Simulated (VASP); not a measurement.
Runs of VASP 6.6.1 on SnO2. The structure is that of space group R-3m (No. 166), or close to it. The cells are those of the table. 

```csv
cell,gap on the mesh (eV),pressure (GPa),largest force (eV/Å)
"a = 4.930 Å, angles 39.4°, 3 atoms",1.18,-13.0,0.41
"a = 5.426 Å, angles 33.6°, 3 atoms",2.35,(b),0.94
"a = 4.600 Å, angles 44.5°, 3 atoms",0.18,-19.9,0.15
"a = 5.969 Å, angles 28.7°, 3 atoms",2.93,(a),1.76
"a = 5.289 Å, angles 35.0°, 3 atoms",2.08,-5.7,0.77
```

Alike in all rows: task single point; level LDA; potentials or basis VASP PAW LDA potentials, release 64 (Sn_d, O); no spin polarisation; k mesh 12 × 12 × 12; cutoff (eV) 520; smearing gaussian 0.05 eV.

Question: Estimate the missing entries.

Answer: (a) 6.6; (b) -3.0.

Caveats: spin-orbit coupling is left out, which moves the levels of the heavy elements; the cell stands under tension (at least some runs); the cell stands under pressure (at least some runs); forces of over 1 eV/Å act on the atoms, so gaps and moduli don't describe the material at rest (at least some runs).

A k mesh can miss the band edges, and the runs leave out spin-orbit coupling on Sn.
